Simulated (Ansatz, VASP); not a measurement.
# One calculation of Cu, two programs

File INCAR:

```
PREC = Accurate
ENCUT = 520
EDIFF = 1E-6
ISMEAR = 0
SIGMA = 0.15
LREAL = F
LASPH = T
NELM = 80
ALGO = Fast
ISIF = 2
LWAVE = F
LCHARG = F
GGA = PS
NBANDS = 18
```

File KPOINTS:

```
regular mesh
0
Gamma
  24 24 14
```

File POSCAR:

```
Cu
1.0
    2.5688146370      0.0000000000      0.0000000000
   -1.2844073185      2.2246587333      0.0000000000
    0.0000000000      0.0000000000      4.0021580069
Cu
2
Direct
    0.3333333333      0.6666666667      0.2500000000
    0.6666666667      0.3333333333      0.7500000000
```

Input for Ansatz:

```yaml
crystal:
  lattice:
    - [2.568814637, 0.0, 0.0]
    - [-1.2844073185, 2.2246587333, 0.0]
    - [0.0, 0.0, 4.0021580069]
  atoms:
    - { symbol: Cu, position: [0.3333333333, 0.6666666667, 0.25] }
    - { symbol: Cu, position: [0.6666666667, 0.3333333333, 0.75] }
basis:
  ecutwfc: 420
kpoints:
  mp_grid: { grid: [24, 24, 14] }
hamiltonian:
  xc: pbesol
scf:
  occupations: { method: gaussian, width: 0.15 }
output:
  forces: true
  stress: true
  eigenvalues: true
  write_density: true
  write_potential: true
  elf: true
  volumetric_format: npy
```

Alike in both runs: task single point; functional PBEsol; k mesh 24 × 24 × 14; occupations gaussian, width 0.15 eV; no spin polarisation.

```csv
,VASP,Ansatz
version,VASP 6.6.1,Ansatz 0.2.0
potentials or method,"VASP PAW PBE potentials, release 64 (Cu), cutoff 520 eV","scalar-relativistic, plane waves, PAW"
valence electrons in the cell,22,38
```

```tsv
	VASP	Ansatz	Ansatz less VASP
gap on the k mesh at the Fermi level (eV)	none	none	-
pressure (GPa)	-0.4	-1.2	-0.82
traceless stress, the component that is largest in VASP (GPa)	6.26	6.30	+0.036
```

VASP's potentials were made for PBE, not for PBEsol. A gap of «none» marks a metal or a gap that the smearing closes. With one functional, cell and mesh, what is left measures potentials, basis and numerics. VASP's potentials hold 22 valence electrons a cell and Ansatz's 38, so a difference there can come from the potentials and not from the codes.
